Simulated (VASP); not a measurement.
# ZnO (P6_3mc) in VASP: a series of runs

ZnO is run at these levels: LDA; tasks: electric field gradients.

Everything below comes from runs of VASP 6.6.1. Logs are shortened: lines on timing, memory, paths and dates and some standing lists are left out, and cuts for length are marked.

**1. The cell of the first run**

It takes space group P6_3mc (No. 186, hexagonal). The conventional cell has a = 3.217 Å, b = 3.217 Å, c = 5.204 Å, α = 90.00°, β = 90.00°, γ = 120.00°. Within 2.6 Å of Zn (site symmetry 3m) lie 4 O at 1.96 to 1.99 Å. O (site symmetry 3m) has 4 Zn at 1.96 to 1.99 Å within 2.6 Å.

**2. Electric field gradients, LDA (equal xx and yy strain of -1 %)**

Input file INCAR:

```
SYSTEM = ZnO
ALGO = Normal ; EDIFF = 1E-8
ENCUT = 520 ; GGA = CA
ISIF = 2 ; ISMEAR = -1
LASPH = .True. ; LCHARG = .False.
LEFG = .True. ; LREAL = .False.
LWAVE = .False. ; NBANDS = 26
NELM = 100 ; PREC = Accurate
SIGMA = 0.02
```

Input file KPOINTS:

```
k-points
0
Gamma
  11 11 6
  0 0 0
```

Input file POSCAR:

```
ZnO
1.0
    3.2169047367      0.0000000000      0.0000000000
   -1.6084523683      2.7859212235      0.0000000000
    0.0000000000      0.0000000000      5.2038000000
Zn O
2 2
Direct
    0.3333333333      0.6666666667      0.0000000000
    0.6666666667      0.3333333333      0.5000000000
    0.3333333333      0.6666666667      0.3821000000
    0.6666666667      0.3333333333      0.8821000000
```

Potentials or basis: VASP PAW LDA potentials, release 64 (Zn, O).

Launch:

```bash
> cat potpaw_LDA.64/Zn/POTCAR potpaw_LDA.64/O/POTCAR > POTCAR
> mpirun -np 1 vasp_std > vasp.out
```

OUTCAR:

```text
SYSTEM = ZnO
   EDIFF = 1E-8
   ENCUT = 520
   GGA = CA
   ISIF = 2
   ISMEAR = -1
   LASPH = .True.
   LREAL = .False.
   NELM = 100
   PREC = Accurate

 ion  position               nearest neighbor table
   1  0.333  0.667  0.000-   4 1.96   4 1.96   4 1.96   3 1.99
   2  0.667  0.333  0.500-   3 1.96   3 1.96   3 1.96   4 1.99
   3  0.333  0.667  0.382-   2 1.96   2 1.96   2 1.96   1 1.99
   4  0.667  0.333  0.882-   1 1.96   1 1.96   1 1.96   2 1.99

  LATTYP: Found a hexagonal cell.
 ALAT       =     3.2169047367
 C/A-ratio  =     1.6176419341

  Lattice vectors:

 A1 = (   3.2169047367,   0.0000000000,   0.0000000000)
 A2 = (  -1.6084523683,   2.7859212235,   0.0000000000)
 A3 = (   0.0000000000,   0.0000000000,   5.2038000000)

Analysis of symmetry for initial positions (statically):
=====================================================================
 Subroutine PRICEL returns:
 Original cell was already a primitive cell.

 Routine SETGRP: Setting up the symmetry group for a
 hexagonal supercell.

 Subroutine GETGRP returns: Found 12 space group operations
 (whereof  6 operations were pure point group operations)
 out of a pool of 24 trial point group operations.

The static configuration has the point symmetry C_3v.
 The point group associated with its full space group is C_6v.

Analysis of symmetry for dynamics (positions and initial velocities):
=====================================================================
 Subroutine PRICEL returns:
 Original cell was already a primitive cell.

 Routine SETGRP: Setting up the symmetry group for a
 hexagonal supercell.

 Subroutine GETGRP returns: Found 12 space group operations
 (whereof  6 operations were pure point group operations)
 out of a pool of 24 trial point group operations.

The dynamic configuration has the point symmetry C_3v.
 The point group associated with its full space group is C_6v.

 Subroutine INISYM returns: Found 12 space group operations
 (whereof  6 operations are pure point group operations),
 and found     1 'primitive' translations

----------------------------------------------------------------------------------------

                                     Primitive cell

  volume of cell :      46.6367

  direct lattice vectors                    reciprocal lattice vectors
     3.216904737  0.000000000  0.000000000     0.310857822  0.179473847  0.000000000
    -1.608452368  2.785921223  0.000000000     0.000000000  0.358947694  0.000000000
     0.000000000  0.000000000  5.203800000     0.000000000  0.000000000  0.192167262

  length of vectors
     3.216904737  3.216904737  5.203800000     0.358947694  0.358947694  0.192167262

  position of ions in fractional coordinates (direct lattice)
     0.333333333  0.666666667  0.000000000
     0.666666667  0.333333333  0.500000000
     0.333333333  0.666666667  0.382100000
     0.666666667  0.333333333  0.882100000

  ion indices of the primitive-cell ions
   primitive index   ion index
                 1           1
                 2           2
                 3           3
                 4           4

----------------------------------------------------------------------------------------

 KPOINTS: k-points

Automatic generation of k-mesh.
 Grid dimensions read from file:
 generate k-points for:   11   11    6

 Generating k-lattice:

  Cartesian coordinates                     Fractional coordinates (reciprocal lattice)
     0.028259802  0.016315804  0.000000000     0.090909091  0.000000000  0.000000000
     0.000000000  0.032631609  0.000000000     0.000000000  0.090909091  0.000000000
     0.000000000  0.000000000  0.032027877     0.000000000  0.000000000  0.166666667

  Length of vectors
     0.032631609  0.032631609  0.032027877

[... 39 lines left out ...]
   dimension x,y,z NGXF=    48 NGYF=   48 NGZF=   80
   ions per type =               2   2
   NGX,Y,Z   is equivalent  to a cutoff of  12.40, 12.40, 12.78 a.u.
   NGXF,Y,Z  is equivalent  to a cutoff of  24.81, 24.81, 25.56 a.u.
 SYSTEM =  ZnO
   PREC   = accura    normal or accurate (medium, high low for compatibility)
   ISTART =      0    job   : 0-new  1-cont  2-samecut
   ICHARG =      2    charge: 1-file 2-atom 10-const
   ISPIN  =      1    spin polarized calculation?
   LNONCOLLINEAR =      F non collinear calculations
   LSORBIT =      F    spin-orbit coupling
   LASPH  =      T    aspherical Exc in radial PAW
   ENCUT  =  520.0 eV  38.22 Ry    6.18 a.u.   5.98  5.98  9.68*2*pi/ulx,y,z
   NELM   =    100;   NELMIN=  2; NELMDL= -5     # of ELM steps
   EDIFF  = 0.1E-07   stopping-criterion for ELM
   LREAL  =      F    real-space projection
   EDIFFG = 0.1E-06   stopping-criterion for IOM
   NSW    =      0    number of steps for IOM
   IBRION =     -1    ionic relax: 0-MD 1-quasi-New 2-CG
   NFREE  =      0    steps in history (QN), initial steepest desc. (CG)
   ISIF   =      2    stress and relaxation
   ISYM   =      2    0-nonsym 1-usesym 2-fastsym
   POTIM  = 0.5000    time-step for ionic-motion
   TEBEG  =    0.0;   TEEND  =   0.0 temperature during run
   PSTRESS=    0.0 pullay stress
   NELECT =      36.0000    total number of electrons
   NUPDOWN=      -1.0000    fix difference up-down
   EMIN   =  10.00;   EMAX   =-10.00  energy-range for DOS
   EFERMI =   0.00;   METHOD = LEGACY
   ISMEAR =    -1;   SIGMA  =   0.02  broadening in eV -4-tet -1-fermi 0-gaus
   EFERMI_NEDOS =   21; number of points for ismear=-14 and -15
   IALGO  =     38    algorithm
   IMIX   =      4    mixing-type and parameters
     AMIX     =   0.40;   BMIX     =  1.00
     AMIX_MAG =   1.60;   BMIX_MAG =  1.00
  volume/ion in A,a.u.               =      11.66        78.68
  Fermi-wavevector in a.u.,A,eV,Ry     =   1.501757  2.837910 30.684884  2.255275
  Thomas-Fermi vector in A             =   2.613087
   LORBIT       =      0    0 simple, 1 ext, 2 COOP (PROOUT), +10 PAW based schemes
   GGA     = CA    functional components
   LHFCALC =     F    Hartree Fock is set to
   AEXX    =    0.0000 exact exchange contribution
   IVDW    =     0    specifies the selected vdW correction
   LEPSILON=     F    determine dielectric tensor
   LRPA    =     F    only Hartree local field effects (RPA)
 non-spin polarized calculation
  energy-cutoff  :      520.00
  volume of cell :       46.64
 maximum number of plane-waves:      1282
 NGX is ok and might be reduce to    24
   NGX = 11   NGY = 11   NGZ = 19

 number of electron      36.0000005 magnetization

 Free energy of the ion-electron system (eV)
  ---------------------------------------------------
  ext. energy  EPLUGINS =         0.00000000
  ---------------------------------------------------
  free energy    TOTEN  =       -21.14758095 eV

  energy without entropy =      -21.14758095  energy(sigma->0) =      -21.14758095

 E-fermi :   1.4908     XC(G=0): -11.5720

 val. band max:        1.0820143128   @ k =   0.0000   0.0000   0.0000
 cond. band min:       1.8435931237   @ k =   0.0000   0.0000   0.0000
 fundamental gap:      0.7615788109
 Fermi energy:         1.4908009130

 k-point     1 :       0.0000    0.0000    0.0000
  band No.  band energies     occupation
      1     -16.9036      2.00000
      2     -16.1134      2.00000
      3      -4.8240      2.00000
      4      -4.8240      2.00000
      5      -4.7913      2.00000
      6      -4.7285      2.00000
[... 685 lines left out ...]
     25      14.0647      0.00000
     26      15.5777      0.00000

 [... further k-points ...]

------------------------ aborting loop because EDIFF is reached ----------------------------------------

  FORCE on cell =-STRESS in cart. coord.  units (eV):
  Direction    XX          YY          ZZ          XY          YZ          ZX
  --------------------------------------------------------------------------------------
  -------------------------------------------------------------------------------------
  Total       -0.7321429     -0.7321429     -1.2569038     -0.0000000      0.0000000      0.0000000
  in kB      -25.1523623    -25.1523623    -43.1802353     -0.0000000      0.0000000      0.0000000
  external PRESSURE =     -31.1616533 kB  Pullay stress =       0.0000000 kB

 VOLUME and BASIS-vectors are now :
 -----------------------------------------------------------------------------
  energy-cutoff  :      520.00
  volume of cell :       46.64
      direct lattice vectors                 reciprocal lattice vectors
     3.216904737  0.000000000  0.000000000     0.310857822  0.179473847  0.000000000
    -1.608452368  2.785921223  0.000000000     0.000000000  0.358947694  0.000000000
     0.000000000  0.000000000  5.203800000     0.000000000  0.000000000  0.192167262

 POSITION                                       TOTAL-FORCE (eV/Angst)
 -----------------------------------------------------------------------------------
     -0.00000      1.85728      0.00000         0.000000     -0.000000      0.125039
      1.60845      0.92864      2.60190         0.000000     -0.000000      0.125039
     -0.00000      1.85728      1.98837        -0.000000      0.000000     -0.125039
      1.60845      0.92864      4.59027         0.000000     -0.000000     -0.125039
 -----------------------------------------------------------------------------------
    total drift:                               -0.000000      0.000000     -0.000510

  FREE ENERGIE OF THE ION-ELECTRON SYSTEM (eV)
  ---------------------------------------------------
  free  energy   TOTEN  =       -21.1475809512 eV

  energy  without entropy=      -21.1475809512  energy(sigma->0) =      -21.14758095

 Electric field gradients (V/A^2)
---------------------------------------------------------------------
 ion       V_xx      V_yy      V_zz      V_xy      V_xz      V_yz
---------------------------------------------------------------------
   1      -6.466    -6.470    12.937    -0.004     0.000    -0.000
   2      -6.466    -6.470    12.937    -0.004    -0.000     0.000
   3       1.102     1.098    -2.200    -0.003     0.000    -0.000
   4       1.102     1.098    -2.200    -0.003    -0.000     0.000
---------------------------------------------------------------------

 Electric field gradients after diagonalization (V/A^2)
 (convention: |V_zz| > |V_xx| > |V_yy|)
----------------------------------------------------------------------
 ion       V_xx      V_yy      V_zz     asymmetry (V_yy - V_xx)/ V_zz
----------------------------------------------------------------------
   1      -6.472    -6.464    12.937       0.001
   2      -6.472    -6.464    12.937       0.001
   3       1.103     1.097    -2.200       0.003
   4       1.103     1.097    -2.200       0.003
----------------------------------------------------------------------

           NMR quadrupolar parameters

 Cq : quadrupolar parameter    Cq=e*Q*V_zz/h
 eta: asymmetry parameters     (V_yy - V_xx)/ V_zz
 Q  : nuclear electric quadrupole moment in mb (millibarn)
----------------------------------------------------------------------
 ion       Cq(MHz)       eta       Q (mb)
----------------------------------------------------------------------
   1       0.031       0.001       1.000
   2       0.031       0.001       1.000
   3      -0.005       0.003       1.000
   4      -0.005       0.003       1.000
----------------------------------------------------------------------
```

Wall time 75 s (1 thread of Intel Xeon Platinum 8259CL at 2.50GHz (Skylake/Cascade Lake), shared host); peak memory 0.19 GiB.

What came out:

```yaml
Free_energy: -21.1476 eV
Pressure: -3.1 GPa
Largest_force: 0.125 eV/Å
Band_gap_on_the_k_mesh: 0.76 eV, direct
```

Forces on the atoms (eV/Å):
```
Zn   0.000  0.000  0.125
Zn   0.000  0.000  0.125
O    0.000  0.000 -0.125
O    0.000  0.000 -0.125
```

Electric field gradients, principal values (V/Å²):
```csv
atom,least,middle,greatest (by size)
1 Zn,-6.464,-6.472,12.937
2 Zn,-6.464,-6.472,12.937
3 O,1.097,1.103,-2.200
4 O,1.097,1.103,-2.200
```

Caveat: the cell differs from its parent crystal (equal xx and yy strain of -1 %); without QUAD_EFG the Cq values of the log hold for a quadrupole moment of 1 mb, not for the nuclei.

**3. Electric field gradients, LDA (equal xx and yy strain of +2 %)**

Input file INCAR:

```
SYSTEM = ZnO
  PREC = Accurate
  ENCUT = 520
  EDIFF = 1E-8
  ISMEAR = -1
  SIGMA = 0.02
  LREAL = .False.
  LASPH = .True.
  NELM = 80
  ALGO = Normal
  ISIF = 2
  LWAVE = .False.
  LCHARG = .False.
  LEFG = .True.
  NBANDS = 26
```

Input file KPOINTS:

```
regular mesh
0
Gamma
  11 11 6
  0 0 0
```

POSCAR, as its differences from that of step 2:

```diff
@@ -2,4 +2,4 @@
 1.0
-    3.2169047367      0.0000000000      0.0000000000
-   -1.6084523683      2.7859212235      0.0000000000
+    3.3143866984      0.0000000000      0.0000000000
+   -1.6571933491      2.8703430787      0.0000000000
     0.0000000000      0.0000000000      5.2038000000
```

Potentials or basis: VASP PAW LDA potentials, release 64 (Zn, O).

Launch:

```bash
> cat potpaw_LDA.64/Zn/POTCAR potpaw_LDA.64/O/POTCAR > POTCAR
> mpirun -np 1 vasp_std > vasp.out
```

OUTCAR:

```text
SYSTEM = ZnO
   PREC = Accurate
   ENCUT = 520
   EDIFF = 1E-8
   ISMEAR = -1
   LREAL = .False.
   LASPH = .True.
   NELM = 80
   ISIF = 2

 ion  position               nearest neighbor table
   1  0.333  0.667  0.000-   3 1.99   4 2.01   4 2.01   4 2.01
   2  0.667  0.333  0.500-   4 1.99   3 2.01   3 2.01   3 2.01
   3  0.333  0.667  0.382-   1 1.99   2 2.01   2 2.01   2 2.01
   4  0.667  0.333  0.882-   2 1.99   1 2.01   1 2.01   1 2.01

  LATTYP: Found a hexagonal cell.
 ALAT       =     3.3143866984
 C/A-ratio  =     1.5700642301

  Lattice vectors:
[... 926 lines left out ...]
 ion       V_xx      V_yy      V_zz      V_xy      V_xz      V_yz
---------------------------------------------------------------------
   1       0.848     0.853    -1.702     0.004     0.000    -0.000
   2       0.848     0.853    -1.702     0.004    -0.000     0.000
   3       2.859     2.860    -5.719     0.001     0.000    -0.000
   4       2.859     2.860    -5.719     0.001    -0.000     0.000
---------------------------------------------------------------------

 Electric field gradients after diagonalization (V/A^2)
 (convention: |V_zz| > |V_xx| > |V_yy|)
----------------------------------------------------------------------
 ion       V_xx      V_yy      V_zz     asymmetry (V_yy - V_xx)/ V_zz
----------------------------------------------------------------------
   1       0.856     0.846    -1.702       0.006
   2       0.856     0.846    -1.702       0.006
   3       2.861     2.858    -5.719       0.001
   4       2.861     2.858    -5.719       0.001
----------------------------------------------------------------------

           NMR quadrupolar parameters

 Cq : quadrupolar parameter    Cq=e*Q*V_zz/h
 eta: asymmetry parameters     (V_yy - V_xx)/ V_zz
 Q  : nuclear electric quadrupole moment in mb (millibarn)
----------------------------------------------------------------------
 ion       Cq(MHz)       eta       Q (mb)
----------------------------------------------------------------------
   1      -0.004       0.006       1.000
   2      -0.004       0.006       1.000
   3      -0.014       0.001       1.000
   4      -0.014       0.001       1.000
----------------------------------------------------------------------
```

stdout:

```text
POSCAR found type information on POSCAR ZnO
 POSCAR found :  2 types and       4 ions
 scaLAPACK will be used
 LDA part: xc-table for (Slater(with rela. corr.)+CA(PZ))
 , standard interpolation
 POSCAR, INCAR and KPOINTS ok, starting setup
 FFT: planning ... GRIDC
 FFT: planning ... GRID_SOFT
 FFT: planning ... GRID
 WAVECAR not read
 entering main loop
ion   1

ion   2

ion   3

ion   4
```

Wall time 1.9 min (1 thread of Intel Xeon Platinum 8259CL at 2.50GHz (Skylake/Cascade Lake), shared host); peak memory 0.19 GiB.

Results:

* Free energy: -21.0117 eV
* Pressure: -10.8 GPa
* Largest force: 0.082 eV/Å
* Band gap on the k mesh: 0.70 eV, direct

Forces in eV/Å, atoms in the order of the input:
```
Zn   0.000  0.000 -0.082
Zn   0.000  0.000 -0.082
O    0.000  0.000  0.082
O    0.000  0.000  0.082
```

Stress tensor (GPa, compression positive):
```
-12.29   0.00   0.00
  0.00 -12.29   0.00
  0.00   0.00  -7.82
```

Electric field gradients, principal values (V/Å²):
```tsv
atom	least	middle	greatest (by size)
1 Zn	0.846	0.856	-1.702
2 Zn	0.846	0.856	-1.702
3 O	2.858	2.861	-5.719
4 O	2.858	2.861	-5.719
```

Caveat: the cell differs from its parent crystal (equal xx and yy strain of +2 %); without QUAD_EFG the Cq values of the log hold for a quadrupole moment of 1 mb, not for the nuclei.

(Part 1 of 2 ends here.)
